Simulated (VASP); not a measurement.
# PbS (P-6m2) in VASP: further runs, part 2 of 2

VASP 6.6.1. The steps go on from the part before.

### Step 3. Single point, PBEsol (strained)

INCAR reads:

```
  ALGO = Normal
  EDIFF = 1E-6
  ENCUT = 520
  GGA = PS
  ISIF = 2
  ISMEAR = 0
  LASPH = T
  LCHARG = F
  LREAL = F
  LWAVE = F
  NBANDS = 17
  NELM = 60
  PREC = Accurate
  SIGMA = 0.1
```

KPOINTS reads:

```
k-points
0
Gamma
  12 12 12
```

POSCAR reads:

```
PbS
1.0
    3.8487735960      0.0000000000      0.0000000000
   -1.9243867979      3.3331357075      0.0000000000
    0.0000000000      0.0000000000      3.7922961020
Pb S
1 1
Direct
    0.0000000000      0.0000000000      0.0000000000
    0.6666666700      0.3333333300      0.5000000000
```

Potentials or basis: VASP PAW PBE potentials, release 64 (Pb_d, S).

On the command line:

```
cat potpaw_PBE.64/Pb_d/POTCAR potpaw_PBE.64/S/POTCAR > POTCAR
mpirun -np 1 vasp_std > vasp.out
```

OUTCAR:

```text
EDIFF = 1E-6
   ENCUT = 520
   GGA = PS
   ISIF = 2
   ISMEAR = 0
   LASPH = T
   LREAL = F
   NELM = 60
   PREC = Accurate

 ion  position               nearest neighbor table
   1  0.000  0.000  0.000-   2 2.92   2 2.92   2 2.92   2 2.92   2 2.92   2 2.92
   2  0.667  0.333  0.500-   1 2.92   1 2.92   1 2.92   1 2.92   1 2.92   1 2.92

  LATTYP: Found a hexagonal cell.
 ALAT       =     3.8487735960
 C/A-ratio  =     0.9853258466

  Lattice vectors:

 A1 = (   3.8487735960,   0.0000000000,   0.0000000000)
 A2 = (  -1.9243867979,   3.3331357075,   0.0000000000)
 A3 = (   0.0000000000,   0.0000000000,   3.7922961020)

Analysis of symmetry for initial positions (statically):
=====================================================================
 Subroutine PRICEL returns:
 Original cell was already a primitive cell.

 Routine SETGRP: Setting up the symmetry group for a
 hexagonal supercell.

 Subroutine GETGRP returns: Found 12 space group operations
 (whereof 12 operations were pure point group operations)
[... 161 lines left out ...]
  free energy    TOTEN  =        -9.17957215 eV

  energy without entropy =       -9.17818686  energy(sigma->0) =       -9.17887950

 E-fermi :   6.2220     XC(G=0): -10.2338

 val. band max:        6.1960582401   @ k =   0.2500   0.2500   0.5000
 cond. band min:       6.2595584468   @ k =   0.3333   0.3333   0.0833
 fundamental gap:      0.0635002067
 Fermi energy:         6.2220078164

 k-point     1 :       0.0000    0.0000    0.0000
  band No.  band energies     occupation
      1     -10.4501      2.00000
      2     -10.4372      2.00000
      3     -10.4372      2.00000
      4     -10.2967      2.00000
      5     -10.2967      2.00000
      6      -7.5847      2.00000
[... 457 lines left out ...]
      4     -10.3484      2.00000
      5     -10.3112      2.00000
      6      -6.5538      2.00000
[... 9 lines left out ...]
     16      16.8908      0.00000
     17      17.1797      0.00000

 [... further k-points ...]

------------------------ aborting loop because EDIFF is reached ----------------------------------------

  FORCE on cell =-STRESS in cart. coord.  units (eV):
  Direction    XX          YY          ZZ          XY          YZ          ZX
  --------------------------------------------------------------------------------------
  -------------------------------------------------------------------------------------
  Total        1.0031408      1.0031408      0.4436566      0.0000000      0.0000000     -0.0000000
  in kB       33.0365633     33.0365633     14.6109993      0.0000000      0.0000000     -0.0000000
  external PRESSURE =      26.8947086 kB  Pullay stress =       0.0000000 kB

 VOLUME and BASIS-vectors are now :
 -----------------------------------------------------------------------------
  energy-cutoff  :      520.00
  volume of cell :       48.65
      direct lattice vectors                 reciprocal lattice vectors
     3.848773596  0.000000000  0.000000000     0.259823025  0.150008894  0.000000000
    -1.924386798  3.333135707  0.000000000     0.000000000  0.300017787  0.000000000
     0.000000000  0.000000000  3.792296102     0.000000000  0.000000000  0.263692489

 POSITION                                       TOTAL-FORCE (eV/Angst)
 -----------------------------------------------------------------------------------
      0.00000      0.00000      0.00000        -0.000000      0.000000      0.000000
      1.92439      1.11105      1.89615         0.000000      0.000000      0.000000
 -----------------------------------------------------------------------------------
    total drift:                               -0.000010      0.000006     -0.000000

  FREE ENERGIE OF THE ION-ELECTRON SYSTEM (eV)
  ---------------------------------------------------
  free  energy   TOTEN  =        -9.1795721455 eV

  energy  without entropy=       -9.1781868638  energy(sigma->0) =       -9.17887950
```

OSZICAR:

```text
N       E                     dE             d eps       ncg     rms          rms(c)
DAV:   1     0.157917294519E+03    0.15792E+03   -0.98086E+03  4538   0.127E+03
DAV:   2     0.226978980773E+01   -0.15565E+03   -0.14994E+03  4776   0.318E+02
DAV:   3    -0.934204379818E+01   -0.11612E+02   -0.11449E+02  5992   0.911E+01
DAV:   4    -0.961270378033E+01   -0.27066E+00   -0.27039E+00  5830   0.150E+01
DAV:   5    -0.962248006666E+01   -0.97763E-02   -0.97756E-02  6684   0.278E+00    0.507E+00
DAV:   6    -0.919037775776E+01    0.43210E+00   -0.11459E+00  7344   0.860E+00    0.339E+00
DAV:   7    -0.918245569601E+01    0.79221E-02   -0.10988E-01  5779   0.182E+00    0.174E+00
DAV:   8    -0.917980465299E+01    0.26510E-02   -0.11741E-02  5701   0.104E+00    0.968E-02
DAV:   9    -0.917952261438E+01    0.28204E-03   -0.19875E-03  7342   0.360E-01    0.839E-02
DAV:  10    -0.917957442342E+01   -0.51809E-04   -0.16443E-04  5131   0.834E-02    0.406E-02
DAV:  11    -0.917957231872E+01    0.21047E-05   -0.16490E-05  6249   0.405E-02    0.855E-03
DAV:  12    -0.917957214550E+01    0.17323E-06   -0.15351E-06  4663   0.187E-02
   1 F= -.91795721E+01 E0= -.91788795E+01  d E =-.138528E-02
```

Run time: 1.9 min. Hardware: 1 thread of AMD EPYC 7R13, shared host; peak memory 0.21 GiB.

Results:

| Property | Result |
| --- | --- |
| Free energy | -9.1796 eV |
| Pressure | 2.7 GPa |
| Band gap on the k mesh | zero (bands 10 and 11 overlap by 1.48 eV) |

Caveat: the cell differs from its parent crystal (strained); the PAW data sets were made with another functional, which shifts forces and pressure a little; spin-orbit coupling is left out, which moves the levels of the heavy elements.

### Step 4. Single point, PBEsol (strained)

INCAR reads:

```
PREC = Accurate
ENCUT = 520
EDIFF = 1E-6
ISMEAR = 0
SIGMA = 0.1
LREAL = False
LASPH = True
NELM = 100
ALGO = Normal
ISIF = 2
LWAVE = False
LCHARG = True
GGA = PS
LELF = True
LVHAR = True
NBANDS = 17
```

KPOINTS reads:

```
regular mesh
0
Gamma
  12 12 12
```

POSCAR reads:

```
PbS
1.0
    3.9519157716      0.0000000000      0.0000000000
   -1.9759578858      3.4224594519      0.0000000000
    0.0000000000      0.0000000000      3.8878336738
Pb S
1 1
Direct
    0.0000000000      0.0000000000      0.0000000000
    0.6666666700      0.3333333300      0.5000000000
```

On the command line:

```
cat potpaw_PBE.64/Pb_d/POTCAR potpaw_PBE.64/S/POTCAR > POTCAR
mpirun -np 1 vasp_std > vasp.out
```

Run time: 2.4 min. Hardware: 1 thread of AMD EPYC 7R13, shared host; peak memory 0.22 GiB.

The run converged. Its results:

* Free energy: -9.1901 eV
* Pressure: -1.8 GPa
* Band gap on the k mesh: zero (bands 10 and 11 overlap by 0.99 eV)

Stress tensor (GPa, compression positive):
```
-0.54  0.00  0.00
 0.00 -0.54  0.00
 0.00  0.00 -4.21
```

Levels at points of the mesh, in eV from the Fermi level:
```csv
k point,band 8,band 9,band 10,band 11,band 12,band 13
"(0.00, 0.00, 0.00)",-2.57,-1.34,-1.34,3.99,3.99,5.15
"(0.50, 0.00, 0.00)",-2.45,-1.78,-1.35,1.68,3.65,5.28
"(0.00, 0.00, 0.50)",-0.84,-0.84,0.44,1.40,4.35,4.35
"(0.50, 0.00, 0.50)",-4.15,-4.13,-1.24,2.32,2.83,3.17
```

Caveat: the cell differs from its parent crystal (strained); the PAW data sets were made with another functional, which shifts forces and pressure a little; spin-orbit coupling is left out, which moves the levels of the heavy elements.

### Step 5. Single point, PBEsol (strained)

INCAR reads:

```
  PREC = Accurate
  ENCUT = 520
  EDIFF = 1E-6
  ISMEAR = 0
  SIGMA = 0.1
  LREAL = F
  LASPH = T
  NELM = 60
  ALGO = Normal
  ISIF = 2
  LWAVE = F
  LCHARG = F
  GGA = PS
  NBANDS = 17
```

KPOINTS reads:

```
Automatic mesh
0
Gamma
  12 12 12
```

POSCAR reads:

```
PbS
1.0
    4.2541444307      0.0000000000      0.0000000000
   -2.1270722153      3.6841971484      0.0000000000
    0.0000000000      0.0000000000      3.5995541651
Pb S
1 1
Direct
    0.0000000000      0.0000000000      0.0000000000
    0.6666666700      0.3333333300      0.5000000000
```

On the command line:

```
cat potpaw_PBE.64/Pb_d/POTCAR potpaw_PBE.64/S/POTCAR > POTCAR
mpirun -np 1 vasp_std > vasp.out
```

It took 2.6 min on 1 thread of AMD EPYC 7R13, shared host; peak memory 0.23 GiB.

It converged, with:

```
Free energy            : -9.1023 eV
Pressure               : -3.1 GPa
Band gap on the k mesh : zero (bands 10 and 11 overlap by 0.18 eV)
```

Stress tensor (GPa, compression positive):
```
-4.92  0.00  0.00
 0.00 -4.92  0.00
 0.00  0.00  0.57
```

Levels at points of the mesh, in eV from the Fermi level:
```tsv
k point	band 6	band 7	band 8	band 9	band 10	band 11	band 12	band 13	band 14	band 15
(0.00, 0.00, 0.00)	-13.06	-6.59	-1.99	-1.99	-1.41	2.87	2.87	5.59	6.31	6.73
(0.50, 0.00, 0.00)	-12.06	-8.70	-2.95	-1.81	-0.66	2.31	4.63	5.14	5.66	10.18
(0.00, 0.00, 0.50)	-11.82	-8.60	-1.20	-1.20	-0.36	0.14	3.48	3.48	7.84	7.84
(0.50, 0.00, 0.50)	-11.30	-7.28	-4.03	-3.91	-1.46	2.00	2.27	2.80	7.66	10.76
```

Caveat: the cell differs from its parent crystal (strained); the stress differs along the axes, from -5 to 1 GPa; semilocal functionals underestimate gaps, and a narrow one can read as zero; the PAW data sets were made with another functional, which shifts forces and pressure a little; spin-orbit coupling is left out, which moves the levels of the heavy elements.

### Step 6. Overview

| cell | gap on the mesh (eV) | pressure (GPa) |
| --- | --- | --- |
| a = 4.014, b = 4.014, c = 3.491 Å, angles 90.0, 90.0, 120.0°, 2 atoms | none | 5.0 |
| a = 3.849, b = 3.849, c = 3.792 Å, angles 90.0, 90.0, 120.0°, 2 atoms | none | 2.7 |
| a = 3.952, b = 3.952, c = 3.888 Å, angles 90.0, 90.0, 120.0°, 2 atoms | none | -1.8 |
| a = 4.254, b = 4.254, c = 3.600 Å, angles 90.0, 90.0, 120.0°, 2 atoms | none | -3.1 |

Alike in all rows: task single point; level PBEsol; potentials or basis VASP PAW PBE potentials, release 64 (Pb_d, S); no spin polarisation; k mesh 12 × 12 × 12; cutoff (eV) 520; smearing gaussian 0.1 eV.

Caveats: the PAW data sets were made with another functional, which shifts forces and pressure a little; spin-orbit coupling is left out, which moves the levels of the heavy elements; the stress differs along the axes, from 3 to 10 GPa (at least some runs); the stress differs along the axes, from -5 to 1 GPa (at least some runs); semilocal functionals underestimate gaps, and a narrow one can read as zero (at least some runs).

Total energies depend on the potentials used, so only differences within one code and one set of settings carry meaning.

The gap in the log of VASP goes by the Fermi energy; the results here count the filled bands.